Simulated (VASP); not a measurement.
**BeV: single point with PBE**

Crystal: BeV.

```xyz
2
Lattice="0.0000 2.2663 2.2663 2.2663 0.0000 2.2663 2.2663 2.2663 0.0000" Properties=species:S:1:pos:R:3 pbc="T T T"
Be    0.0000    0.0000    0.0000
V     2.2663    2.2663    2.2663
```

```yaml
Program: VASP 6.6.1
Task: single point
Functional: PBE
Potentials_or_basis: VASP PAW PBE potentials, release 64 (Be, V_sv)
Cutoff: 520 eV
k_mesh: 22 × 22 × 22
Occupations: gaussian, width 0.1 eV
Spin: no spin polarisation
```

```yaml
Pressure: 0.2 GPa
Band_gap_on_the_k_mesh: zero (an odd number of electrons rules out a gap without spin polarisation)
```

Levels at points of the mesh, in eV from the Fermi level:
| k point | band 5 | band 6 | band 7 | band 8 | band 9 | band 10 | band 11 | band 12 |
| --- | --- | --- | --- | --- | --- | --- | --- | --- |
| (0.00, 0.00, 0.00) | -7.36 | 0.40 | 0.40 | 0.40 | 1.05 | 1.05 | 7.62 | 7.62 |
| (0.50, 0.00, 0.00) | -3.92 | -2.08 | -0.83 | -0.83 | 1.99 | 1.99 | 3.64 | 10.88 |
| (0.50, 0.50, 0.00) | -3.24 | -1.48 | -1.28 | 1.74 | 2.35 | 2.35 | 3.83 | 3.83 |

Run time: 72 s on 1 thread of Intel Xeon 8259CL, with other jobs on the host, peak memory 0.23 GiB.
